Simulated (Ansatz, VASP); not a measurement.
**Two plane-wave programs on ZnCl3**

INCAR

```
SYSTEM = ZnCl3
ALGO = Normal
EDIFF = 1E-6
EDIFFG = -0.04
ENCUT = 600
GGA = PE
IBRION = 2
ISIF = 3
ISMEAR = 0
LASPH = .TRUE.
LCHARG = .FALSE.
LREAL = .FALSE.
LWAVE = .FALSE.
NELM = 80
NSW = 90
PREC = Accurate
SIGMA = 0.1
```

File KPOINTS:

```
k-points
0
G
  6 6 2
  0 0 0
```

File POSCAR:

```
ZnCl3
1.0
    3.1882930900      0.0000000000      0.0000000000
   -1.5941465400      2.7611428100      0.0000000000
    0.0000000000      0.0000000000     10.1014236700
Zn Cl
1 3
Direct
    0.6666666700      0.3333333300      0.0000000000
    0.6666666700      0.3333333300      0.5000000000
    0.3333333300      0.6666666700      0.2505199900
    0.3333333300      0.6666666700      0.7494800100
```

Input for Ansatz:

```yaml
crystal:
  lattice:
    - [3.18829309, 0.0, 0.0]
    - [-1.59414654, 2.76114281, 0.0]
    - [0.0, 0.0, 10.10142367]
  atoms:
    - { symbol: Zn, position: [0.66666667, 0.33333333, 0.0] }
    - { symbol: Cl, position: [0.66666667, 0.33333333, 0.5] }
    - { symbol: Cl, position: [0.33333333, 0.66666667, 0.25051999] }
    - { symbol: Cl, position: [0.33333333, 0.66666667, 0.74948001] }
basis:
  ecutwfc: 420
kpoints:
  mp_grid: { grid: [6, 6, 2] }
hamiltonian:
  xc: pbe
scf:
  occupations: { method: gaussian, width: 0.1 }
  lower_state_search: "off"
output:
  forces: true
  stress: true
  eigenvalues: true
relax:
  adjacent_minimum: "off"
  f_tol: 0.04
  max_steps: 70
  cell: { stress_tol: 0.4 }
```

Change from the starting cell: species swapped into the MnFe3 type (P-6m2, No. 187).

Alike in both runs: task relaxation of cell and atoms; functional PBE; k mesh 6 × 6 × 2; occupations gaussian, width 0.1 eV; no spin polarisation.

|  | VASP | Ansatz |
| --- | --- | --- |
| version | VASP 6.6.1 | Ansatz 0.2.0 |
| potentials or method | VASP PAW PBE potentials, release 64 (Zn, Cl), cutoff 600 eV | scalar-relativistic, plane waves, PAW |
| valence electrons in the cell | 33 | 33 |

Ansatz gave:

```
gap on the k mesh at the Fermi level, each at its own relaxed structure (eV) : none
relaxed volume (Å³/atom)                                                     : 26.84
relaxed length of the cell vector where the two differ most in proportion (Å)              : 10.851
```

Question: What did VASP give for the same quantities?

Answer: gap on the k mesh at the Fermi level, each at its own relaxed structure (eV): none; relaxed volume (Å³/atom): 26.36; relaxed length of the cell vector where the two differ most in proportion (Å): 10.635.

A gap of «none» marks a metal or a gap that the smearing closes.

The k mesh is coarse, so the values compare programs but aren't converged. Noted on VASP's run: the volume moved by over 15 % at a fixed basis, so the end points are rough.
